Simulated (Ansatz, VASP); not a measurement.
## NaH: VASP beside Ansatz

INCAR

```
ALGO     = Normal         # electronic algorithm
EDIFF    = 1E-6           # SCF threshold, eV
EDIFFG   = -0.04          # ionic threshold
ENCUT    = 600            # plane-wave cutoff, eV
GGA      = PE             # functional
IBRION   = 2              # ionic algorithm
ISIF     = 3              # what is computed and relaxed
ISMEAR   = 0              # smearing method
LASPH    = True           # aspherical terms in the spheres
LCHARG   = False          # write CHGCAR
LREAL    = False          # projectors in reciprocal space
LWAVE    = False          # write WAVECAR
NELM     = 100            # most SCF steps
NSW      = 90             # ionic steps
PREC     = Accurate       # precision mode
SIGMA    = 0.1            # smearing width, eV
```

KPOINTS

```
k-points
0
Gamma
  9 9 4
```

The input POSCAR:

```
NaH
1.0
    2.7146067700      0.0000000000      0.0000000000
   -1.3573033800      2.3509184200      0.0000000000
    0.0000000000      0.0000000000      4.6346619200
Na H
1 1
Direct
    0.0000000000      0.0000000000      0.5000000000
    0.0000000000      0.0000000000      0.0000000000
```

Input for Ansatz:

```yaml
crystal:
  lattice:
    - [2.71460677, 0.0, 0.0]
    - [-1.35730338, 2.35091842, 0.0]
    - [0.0, 0.0, 4.63466192]
  atoms:
    - { symbol: Na, position: [0.0, 0.0, 0.5] }
    - { symbol: H, position: [0.0, 0.0, 0.0] }
basis:
  ecutwfc: 420
kpoints:
  mp_grid: { grid: [9, 9, 4] }
hamiltonian:
  xc: pbe
scf:
  occupations: { method: gaussian, width: 0.1 }
  lower_state_search: "off"
output:
  forces: true
  stress: true
  eigenvalues: true
relax:
  adjacent_minimum: "off"
  f_tol: 0.04
  max_steps: 70
  cell: { stress_tol: 0.4 }
```

Alike in both runs: task relaxation of cell and atoms; functional PBE; k mesh 9 × 9 × 4; occupations gaussian, width 0.1 eV; no spin polarisation.

|  | VASP | Ansatz |
| --- | --- | --- |
| version | VASP 6.6.1 | Ansatz 0.2.0 |
| potentials or method | VASP PAW PBE potentials, release 64 (Na_pv, H), cutoff 600 eV | scalar-relativistic, plane waves, PAW |
| valence electrons in the cell | 8 | 10 |

|  | VASP | Ansatz | Ansatz less VASP |
| --- | --- | --- | --- |
| gap on the k mesh at the Fermi level, each at its own relaxed structure (eV) | 2.23 | 2.94 | +0.713 |
| relaxed volume (Å³/atom) | 29.41 | 38.43 | +9.013 |
| relaxed cell length with the largest relative difference (Å) | 4.146 | 4.717 | +0.5710 |

One of these differences is far larger than is usual between the two programs; its cause wasn't traced. VASP's potentials hold 8 valence electrons a cell and Ansatz's 10, so a difference there can come from the potentials and not from the codes.

Noted on VASP's run: the volume moved by over 15 % at a fixed basis, so the end points are rough.
